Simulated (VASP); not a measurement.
HF: single point with PBE+D3(BJ)

System: HF.

```
F H
1.0
     6.73866    0.00000    0.00000
     0.00000    6.73866    0.00000
     0.00000    0.00000    6.73866
F H
10 10
Direct
  0.45812 0.51457 0.42422
  0.92584 0.13636 0.85837
  0.39465 0.89844 0.01315
  0.24190 0.23818 0.05422
  0.39376 0.84018 0.65906
  0.85809 0.55916 0.20392
  0.14810 0.80379 0.36924
  0.01370 0.55165 0.84003
  0.21803 0.12437 0.52320
  0.79575 0.94517 0.57011
  0.46745 0.56047 0.55710
  0.87574 0.02349 0.78798
  0.42808 0.88206 0.87497
  0.25618 0.16215 0.17328
  0.29073 0.88053 0.58371
  0.78060 0.62343 0.29466
  0.25223 0.73516 0.31665
  0.00340 0.45319 0.94164
  0.08518 0.15321 0.54527
  0.65641 0.97129 0.55786
```

```yaml
Program: VASP 6.6.1
Task: single point
Functional: PBE
Dispersion: D3(BJ)
Potentials_or_basis: VASP PAW PBE potentials, release 64 (F, H)
Cutoff: 520 eV
k_mesh: 1 × 1 × 1
Occupations: fermi-dirac, width 0.02 eV
Spin: no spin polarisation
```

The pressure is 1.6 GPa. The largest force is 4.197 eV/Å and the dispersion energy per atom is -0.021 eV.

Forces in eV/Å, atoms in the order of the input:
```
F    0.187  0.206  0.184
F   -0.201 -0.369 -0.161
F    0.599 -0.390  0.134
F    0.047  0.177  0.940
F    3.581 -1.589  1.506
F    0.804 -0.865 -0.951
F   -1.389  0.815  0.797
F    0.041 -0.360  0.177
F    0.814  0.464 -0.249
F   -0.821 -0.133 -0.369
H   -0.179 -0.136 -0.189
H    0.105  0.425  0.282
H   -0.597  0.123  0.898
H   -0.085  0.374 -0.822
H   -3.105  1.310 -2.033
H   -0.927  0.684  1.035
H    1.402 -1.342 -1.169
H    0.128  0.422 -0.468
H   -0.917  0.327  0.350
H    0.514 -0.144  0.109
```

Stress tensor (GPa, compression positive):
```
 2.11 -1.14  0.45
-1.14  1.31  1.19
 0.45  1.19  1.24
```

Levels at points of the mesh, in eV from the Fermi level:
| k point | band 37 | band 38 | band 39 | band 40 | band 41 | band 42 | band 43 | band 44 |
| --- | --- | --- | --- | --- | --- | --- | --- | --- |
| (0.00, 0.00, 0.00) | -0.86 | -0.78 | -0.67 | -0.51 | 5.10 | 7.80 | 8.22 | 8.52 |

It took 30 s on 1 thread of Intel(R) Xeon(R) Platinum 8259CL CPU @ 2.50GHz (Skylake/Cascade Lake), on a shared host, peak memory 0.31 GiB.

Caveat: the k points lie up to 0.93 Å⁻¹ apart, too coarse for converged energies, forces and pressures; the atoms stand as in a frame of molecular dynamics.
